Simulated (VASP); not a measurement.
# SnSe2 (P-3m1) in VASP: notebook, part 2 of 2

VASP 6.6.1. Earlier steps stand in the parts before.

### 3 Single point, PBE

This run uses another cell than the first one, of 25.21 Å³/atom, 1.010 times its volume.

Input file INCAR:

```
  ALGO = Normal
  EDIFF = 1E-6
  ENCUT = 520
  GGA = PE
  ISIF = 2
  ISMEAR = -1
  LASPH = True
  LCHARG = True
  LELF = True
  LREAL = False
  LVHAR = True
  LWAVE = False
  NBANDS = 20
  NELM = 80
  PREC = Accurate
  SIGMA = 0.05
```

Input file KPOINTS:

```
k-points
0
Gamma
  6 6 4
```

Input file POSCAR:

```
SnSe2
1.0
    3.8110000000      0.0000000000      0.0000000000
   -1.9055000000      3.3004228100      0.0000000000
    0.0000000000      0.0000000000      6.0132800000
Sn Se
1 2
Direct
    0.0000000000      0.0000000000      0.0000000000
    0.3333333333      0.6666666667      0.2490000000
    0.6666666667      0.3333333333      0.7510000000
```

Potentials or basis: VASP PAW PBE potentials, release 64 (Sn_d, Se).

Command:

```bash
$ cat potpaw_PBE.64/Sn_d/POTCAR potpaw_PBE.64/Se/POTCAR > POTCAR
$ mpirun -np 1 vasp_std > vasp.out
```

OUTCAR:

```text
EDIFF = 1E-6
   ENCUT = 520
   GGA = PE
   ISIF = 2
   ISMEAR = -1
   LASPH = True
   LREAL = False
   NELM = 80
   PREC = Accurate

 ion  position               nearest neighbor table
   1  0.000  0.000  0.000-   2 2.66   3 2.66   3 2.66   2 2.66   3 2.66   2 2.66
   2  0.333  0.667  0.249-   1 2.66   1 2.66   1 2.66
   3  0.667  0.333  0.751-   1 2.66   1 2.66   1 2.66

  LATTYP: Found a hexagonal cell.
 ALAT       =     3.8110000000
 C/A-ratio  =     1.5778745736

  Lattice vectors:

 A1 = (   3.8110000000,   0.0000000000,   0.0000000000)
 A2 = (  -1.9055000000,   3.3004228100,   0.0000000000)
 A3 = (   0.0000000000,   0.0000000000,   6.0132800000)

Analysis of symmetry for initial positions (statically):
=====================================================================
 Subroutine PRICEL returns:
 Original cell was already a primitive cell.

 Routine SETGRP: Setting up the symmetry group for a
 hexagonal supercell.

 Subroutine GETGRP returns: Found 12 space group operations
 (whereof 12 operations were pure point group operations)
 out of a pool of 24 trial point group operations.

The static configuration has the point symmetry D_3d.

Analysis of symmetry for dynamics (positions and initial velocities):
=====================================================================
 Subroutine PRICEL returns:
 Original cell was already a primitive cell.

 Routine SETGRP: Setting up the symmetry group for a
 hexagonal supercell.

 Subroutine GETGRP returns: Found 12 space group operations
 (whereof 12 operations were pure point group operations)
 out of a pool of 24 trial point group operations.

The dynamic configuration has the point symmetry D_3d.

 Subroutine INISYM returns: Found 12 space group operations
 (whereof 12 operations are pure point group operations),
 and found     1 'primitive' translations

[... 102 lines left out ...]
   ISYM   =      2    0-nonsym 1-usesym 2-fastsym
   POTIM  = 0.5000    time-step for ionic-motion
   TEBEG  =    0.0;   TEEND  =   0.0 temperature during run
   PSTRESS=    0.0 pullay stress
   NELECT =      26.0000    total number of electrons
   NUPDOWN=      -1.0000    fix difference up-down
   EMIN   =  10.00;   EMAX   =-10.00  energy-range for DOS
   EFERMI =   0.00;   METHOD = LEGACY
   ISMEAR =    -1;   SIGMA  =   0.05  broadening in eV -4-tet -1-fermi 0-gaus
   EFERMI_NEDOS =   21; number of points for ismear=-14 and -15
   IALGO  =     38    algorithm
   IMIX   =      4    mixing-type and parameters
     AMIX     =   0.40;   BMIX     =  1.00
     AMIX_MAG =   1.60;   BMIX_MAG =  1.00
  volume/ion in A,a.u.               =      25.21       170.14
  Fermi-wavevector in a.u.,A,eV,Ry     =   1.146813  2.167162 17.894113  1.315180
  Thomas-Fermi vector in A             =   2.283496
   LORBIT       =      0    0 simple, 1 ext, 2 COOP (PROOUT), +10 PAW based schemes
   GGA     = PE    functional components
[... 5 lines left out ...]
 non-spin polarized calculation
  energy-cutoff  :      520.00
  volume of cell :       75.63
 maximum number of plane-waves:      2061
   NGX = 15   NGY = 15   NGZ = 23

 number of electron      26.0000006 magnetization

 Free energy of the ion-electron system (eV)
  ---------------------------------------------------
  ext. energy  EPLUGINS =         0.00000000
  ---------------------------------------------------
  free energy    TOTEN  =       -11.66261225 eV

  energy without entropy =      -11.66257066  energy(sigma->0) =      -11.66259146

 E-fermi :   4.8622     XC(G=0):  -9.5481

 val. band max:        4.5365023299   @ k =   0.0000   0.0000   0.0000
 cond. band min:       5.2368895400   @ k =   0.5000  -0.0000   0.2500
 fundamental gap:      0.7003872100
 Fermi energy:         4.8622377267

 k-point     1 :       0.0000    0.0000    0.0000
  band No.  band energies     occupation
      1     -16.9076      2.00000
      2     -16.9076      2.00000
      3     -16.8689      2.00000
      4     -16.8507      2.00000
      5     -16.8507      2.00000
      6      -9.7447      2.00000
[... 541 lines left out ...]
     19      13.3306      0.00000
     20      13.4050      0.00000

------------------------ aborting loop because EDIFF is reached ----------------------------------------

  FORCE on cell =-STRESS in cart. coord.  units (eV):
  Direction    XX          YY          ZZ          XY          YZ          ZX
  --------------------------------------------------------------------------------------
  -------------------------------------------------------------------------------------
  Total        3.0924228      3.0924227      4.1998881      0.0000000     -0.0000000      0.0000000
  in kB       65.5072679     65.5072678     88.9668763      0.0000000     -0.0000000      0.0000000
  external PRESSURE =      73.3271373 kB  Pullay stress =       0.0000000 kB

 VOLUME and BASIS-vectors are now :
 -----------------------------------------------------------------------------
  energy-cutoff  :      520.00
  volume of cell :       75.63
      direct lattice vectors                 reciprocal lattice vectors
     3.811000000  0.000000000  0.000000000     0.262398321  0.151495741  0.000000000
    -1.905500000  3.300422810  0.000000000     0.000000000  0.302991482  0.000000000
     0.000000000  0.000000000  6.013280000     0.000000000  0.000000000  0.166298592

 POSITION                                       TOTAL-FORCE (eV/Angst)
 -----------------------------------------------------------------------------------
      0.00000      0.00000      0.00000        -0.000000      0.000000     -0.000000
     -0.00000      2.20028      1.49731        -0.000000      0.000000      1.103922
      1.90550      1.10014      4.51597         0.000000      0.000000     -1.103922
 -----------------------------------------------------------------------------------
    total drift:                                0.000000      0.000000      0.000000

  FREE ENERGIE OF THE ION-ELECTRON SYSTEM (eV)
  ---------------------------------------------------
  free  energy   TOTEN  =       -11.6626122512 eV

  energy  without entropy=      -11.6625706644  energy(sigma->0) =      -11.66259146
```

OSZICAR:

```text
N       E                     dE             d eps       ncg     rms          rms(c)
DAV:   1     0.206899596570E+03    0.20690E+03   -0.12161E+04   984   0.151E+03
DAV:   2     0.123806785540E+02   -0.19452E+03   -0.18742E+03   992   0.385E+02
DAV:   3    -0.110707149070E+02   -0.23451E+02   -0.22940E+02  1156   0.115E+02
DAV:   4    -0.119276503055E+02   -0.85694E+00   -0.85468E+00  1128   0.229E+01
DAV:   5    -0.119483548270E+02   -0.20705E-01   -0.20702E-01  1272   0.377E+00    0.538E+00
DAV:   6    -0.116853320677E+02    0.26302E+00   -0.48853E-01  1456   0.757E+00    0.348E+00
DAV:   7    -0.116624201428E+02    0.22912E-01   -0.17953E-01  1192   0.276E+00    0.103E+00
DAV:   8    -0.116620456188E+02    0.37452E-03   -0.14116E-02  1228   0.124E+00    0.298E-01
DAV:   9    -0.116625720897E+02   -0.52647E-03   -0.16569E-03  1116   0.309E-01    0.909E-02
DAV:  10    -0.116625772577E+02   -0.51680E-05   -0.11274E-04  1276   0.795E-02    0.349E-02
DAV:  11    -0.116626105180E+02   -0.33260E-04   -0.42612E-05  1084   0.363E-02    0.621E-03
DAV:  12    -0.116626117112E+02   -0.11932E-05   -0.22149E-06  1044   0.109E-02    0.588E-03
DAV:  13    -0.116626122512E+02   -0.53999E-06   -0.23358E-06   924   0.980E-03
   1 F= -.11662612E+02 E0= -.11662591E+02  d E =-.415868E-04
```

Run time: 28 s. Hardware: 1 thread of Intel Xeon Platinum 8259CL at 2.50GHz (Skylake/Cascade Lake), shared host; peak memory 0.2 GiB.

Results:

| Item | Value |
| --- | --- |
| Free energy | -11.6626 eV |
| Pressure | 7.3 GPa |
| Largest force | 1.104 eV/Å |
| Band gap on the k mesh | 0.70 eV, indirect (least direct gap 0.95 eV) |

Forces in eV/Å, atoms in the order of the input:
```
Sn   0.000  0.000  0.000
Se   0.000  0.000  1.104
Se   0.000  0.000 -1.104
```

Stress tensor (GPa, compression positive):
```
6.55 0.00 0.00
0.00 6.55 0.00
0.00 0.00 8.90
```

Caveat: spin-orbit coupling is left out, which moves the levels of the heavy elements; this functional lacks dispersion, which binds the layers, so the pressure and a relaxed spacing across them are unreliable; forces of over 1 eV/Å act on the atoms, so gaps and moduli don't describe the material at rest.

### 4 Single point, PBE

This run uses another cell than the first one, of 25.47 Å³/atom, 1.021 times its volume.

Input file INCAR:

```
ALGO = Normal
EDIFF = 1E-6
ENCUT = 520
GGA = PE
ISIF = 2
ISMEAR = -1
LASPH = T
LCHARG = F
LREAL = F
LWAVE = F
NBANDS = 20
NELM = 100
PREC = Accurate
SIGMA = 0.05
```

KPOINTS is that of step 3.

POSCAR: that of step 3 with these lines changed.

```diff
@@ -4,3 +4,3 @@
    -1.9055000000      3.3004228100      0.0000000000
-    0.0000000000      0.0000000000      6.0132800000
+    0.0000000000      0.0000000000      6.0746400000
 Sn Se
```

Command:

```bash
$ cat potpaw_PBE.64/Sn_d/POTCAR potpaw_PBE.64/Se/POTCAR > POTCAR
$ mpirun -np 1 vasp_std > vasp.out
```

It took 27 s on 1 thread of Intel Xeon Platinum 8259CL at 2.50GHz (Skylake/Cascade Lake), shared host; peak memory 0.19 GiB.

It converged, with:

```
Free energy            : -11.7027 eV
Pressure               : 6.5 GPa
Largest force          : 0.949 eV/Å
Band gap on the k mesh : 0.76 eV, indirect (least direct gap 1.02 eV)
```

Forces on the atoms (eV/Å):
```
Sn   0.000  0.000  0.000
Se   0.000  0.000  0.949
Se   0.000  0.000 -0.949
```

Stress tensor (GPa, compression positive):
```
5.85 0.00 0.00
0.00 5.85 0.00
0.00 0.00 7.71
```

Levels at points of the mesh, in eV from the valence-band top:
```tsv
k point	band 10	band 11	band 12	band 13	band 14	band 15	band 16	band 17
(0.00, 0.00, 0.00)	-0.82	-0.51	-0.51	0.00	1.02	2.82	4.56	4.56
(0.50, 0.00, 0.00)	-2.99	-2.83	-1.27	-0.38	1.09	3.73	5.39	5.44
(0.00, 0.00, 0.50)	-0.91	-0.91	-0.35	-0.35	2.37	2.81	4.27	4.27
(0.50, 0.00, 0.50)	-2.66	-2.04	-0.92	-0.79	0.85	4.21	4.83	5.80
```

Caveat: spin-orbit coupling is left out, which moves the levels of the heavy elements; this functional lacks dispersion, which binds the layers, so the pressure and a relaxed spacing across them are unreliable.

### 5 Single point, PBE

This run uses another cell than the first one, of 25.73 Å³/atom, 1.031 times its volume.

Input file INCAR:

```
SYSTEM = SnSe2
ALGO = Normal
EDIFF = 1E-6
ENCUT = 520
GGA = PE
ISIF = 2
ISMEAR = -1
LASPH = .True.
LCHARG = .True.
LELF = .True.
LREAL = .False.
LVHAR = .True.
LWAVE = .False.
NBANDS = 20
NELM = 100
PREC = Accurate
SIGMA = 0.05
```

Input file KPOINTS:

```
k-points
0
Gamma
  6 6 4
  0 0 0
```

POSCAR: that of step 4 with these lines changed.

```diff
@@ -4,3 +4,3 @@
    -1.9055000000      3.3004228100      0.0000000000
-    0.0000000000      0.0000000000      6.0746400000
+    0.0000000000      0.0000000000      6.1360000000
 Sn Se
```

Command:

```bash
$ cat potpaw_PBE.64/Sn_d/POTCAR potpaw_PBE.64/Se/POTCAR > POTCAR
$ mpirun -np 1 vasp_std > vasp.out
```

It took 27 s on 1 thread of Intel Xeon Platinum 8259CL at 2.50GHz (Skylake/Cascade Lake), shared host; peak memory 0.2 GiB.

It converged, with:

```yaml
Free_energy: -11.7373 eV
Pressure: 5.7 GPa
Largest_force: 0.796 eV/Å
Band_gap_on_the_k_mesh: 0.82 eV, indirect (least direct gap 1.09 eV)
```

Forces on the atoms (eV/Å):
```
Sn   0.000  0.000  0.000
Se   0.000  0.000  0.796
Se   0.000  0.000 -0.796
```

Stress tensor (GPa, compression positive):
```
5.21 0.00 0.00
0.00 5.21 0.00
0.00 0.00 6.57
```

Levels at points of the mesh, in eV from the valence-band top:
```csv
k point,band 10,band 11,band 12,band 13,band 14,band 15,band 16,band 17
"(0.00, 0.00, 0.00)",-0.70,-0.39,-0.39,0.00,1.09,2.95,4.64,4.64
"(0.50, 0.00, 0.00)",-2.90,-2.68,-1.19,-0.30,1.16,3.80,5.45,5.49
"(0.00, 0.00, 0.50)",-0.79,-0.79,-0.24,-0.24,2.45,2.92,4.37,4.37
"(0.50, 0.00, 0.50)",-2.51,-1.99,-0.83,-0.69,0.87,4.26,4.85,5.84
```

Caveat: spin-orbit coupling is left out, which moves the levels of the heavy elements; this functional lacks dispersion, which binds the layers, so the pressure and a relaxed spacing across them are unreliable. A k mesh can miss the band edges.

### 6 Summary

```csv
cell,gap on the mesh (eV),pressure (GPa),largest force (eV/Å)
"a = 3.811, b = 3.811, c = 5.952 Å, angles 90.0, 90.0, 120.0°, 3 atoms",0.64,8.2,1.26
"a = 3.811, b = 3.811, c = 6.013 Å, angles 90.0, 90.0, 120.0°, 3 atoms",0.70,7.3,1.10
"a = 3.811, b = 3.811, c = 6.075 Å, angles 90.0, 90.0, 120.0°, 3 atoms",0.76,6.5,0.95
"a = 3.811, b = 3.811, c = 6.136 Å, angles 90.0, 90.0, 120.0°, 3 atoms",0.82,5.7,0.80
```

Alike in all rows: task single point; level PBE; potentials or basis VASP PAW PBE potentials, release 64 (Sn_d, Se); no spin polarisation; k mesh 6 × 6 × 4; cutoff (eV) 520; smearing fermi-dirac 0.05 eV.

Caveats: spin-orbit coupling is left out, which moves the levels of the heavy elements; this functional lacks dispersion, which binds the layers, so the pressure and a relaxed spacing across them are unreliable; forces of over 1 eV/Å act on the atoms, so gaps and moduli don't describe the material at rest (some runs).

Absolute energies hang on the potentials; compare differences alone.
